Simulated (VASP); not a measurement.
A run of VASP 6.6.1:

File INCAR:

```
  ALGO = Normal
  EDIFF = 1E-6
  ENCUT = 520
  GGA = PE
  ISIF = 2
  ISMEAR = 0
  LASPH = T
  LCHARG = T
  LELF = T
  LREAL = F
  LVHAR = T
  LWAVE = F
  NBANDS = 34
  NELM = 60
  PREC = Accurate
  SIGMA = 0.02
```

KPOINTS

```
k-points
0
Gamma
  6 6 4
```

Contents of POSCAR:

```
SiO2
1.0
    5.0605222284      0.0000000000      0.0000000000
   -2.5302611142      4.3825408062      0.0000000000
    0.0000000000      0.0000000000      5.5413533100
Si O
3 6
Direct
    0.0000000000      0.5000000000      0.3333333333
    0.5000000000      0.5000000000      0.6666666667
    0.5000000000      0.0000000000      0.0000000000
    0.5827892600      0.7913946300      0.8333333333
    0.7913946300      0.5827892600      0.5000000000
    0.7913946300      0.2086053700      0.1666666667
    0.4172107400      0.2086053700      0.8333333333
    0.2086053700      0.4172107400      0.5000000000
    0.2086053700      0.7913946300      0.1666666667
```

Potentials or basis: VASP PAW PBE potentials, release 64 (Si, O).

Command:

```console
$ cat potpaw_PBE.64/Si/POTCAR potpaw_PBE.64/O/POTCAR > POTCAR
$ mpirun -np 1 vasp_std > vasp.out
```

Hardware: 1 thread of Intel Xeon 8259CL, with other jobs on the host.

Q: How long does it take, and how much memory?

A: Run time: 110 s on 1 thread of Intel Xeon 8259CL (shared host), peak memory 0.26 GiB. Counts: scf iterations 14, k points 21.
